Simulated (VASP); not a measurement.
A run of VASP 6.6.1 is set up as follows.

The input INCAR:

```
SYSTEM = PrHRh3
PREC     = Accurate       ! precision mode
ENCUT    = 500            ! plane-wave cutoff, eV
EDIFF    = 1E-7           ! SCF threshold, eV
ISMEAR   = 0              ! smearing method
SIGMA    = 0.2            ! smearing width, eV
LREAL    = .FALSE.        ! projectors in reciprocal space
LASPH    = .TRUE.         ! aspherical terms in the spheres
NELM     = 200            ! most SCF steps
ALGO     = Normal         ! electronic algorithm
ISIF     = 3              ! what is computed and relaxed
LWAVE    = .FALSE.        ! write WAVECAR
LCHARG   = .FALSE.        ! write CHGCAR
GGA      = PE             ! functional
IBRION   = 2              ! ionic algorithm
NSW      = 36             ! ionic steps
EDIFFG   = -0.08          ! ionic threshold
GGA_COMPAT= .FALSE.      
NELMIN   = 4            
LMAXMIX  = 6              ! l up to which the mixer works
```

File KPOINTS:

```
regular mesh
0
G
  4 4 4
  0 0 0
```

POSCAR

```
PrHRh3
1.0
    3.8928487100      2.2475372500      1.8095760600
   -3.8928487100      2.2475372500      1.8095760600
    0.0000000000     -4.4950745100      1.8095760600
Pr H Rh
1 1 3
Direct
    0.0000000000      0.0000000000      0.0000000000
    0.5000000000      0.5000000000      0.5000000000
    0.5000000000      0.0000000000      0.5000000000
    0.5000000000      0.5000000000      0.0000000000
    0.0000000000      0.5000000000      0.5000000000
```

Potentials or basis: VASP PAW PBE potentials, release 64 (Pr_3, H, Rh_pv), 4f in core.

Command:

```bash
$ cat potpaw_PBE.64/Pr_3/POTCAR potpaw_PBE.64/H/POTCAR potpaw_PBE.64/Rh_pv/POTCAR > POTCAR
$ mpirun -np 1 vasp_std > vasp.out
```

**Question.** What does it give for the space group after relaxing (to 0.1 Å)?

**Answer.** Pm-3m (No. 221).

**Question.** Predict the relaxed cell.

**Answer.** a = 4.163 Å, b = 4.163 Å, c = 4.163 Å, α = 90.38°, β = 90.38°, γ = 90.38°.

Final structure:
```
Pr H Rh
1.0
     2.95388    1.70543    2.38758
    -2.95388    1.70543    2.38758
     0.00000   -3.41085    2.38758
Pr H Rh
1 1 3
Direct
  0.00000 0.00000 0.00000
  0.50000 0.50000 0.50000
  0.50000 0.00000 0.50000
  0.50000 0.50000 0.00000
  0.00000 0.50000 0.50000
```

Caveat: the k points lie up to 0.38 Å⁻¹ apart in the final cell, too coarse for converged energies and pressures of a metal; spin-orbit coupling is left out, which moves the levels of the heavy elements; the 4f electrons are frozen in the core, so they carry no moment and show no levels. Spin polarisation is off, so any magnetic state and its effect on volume and gap are missing.
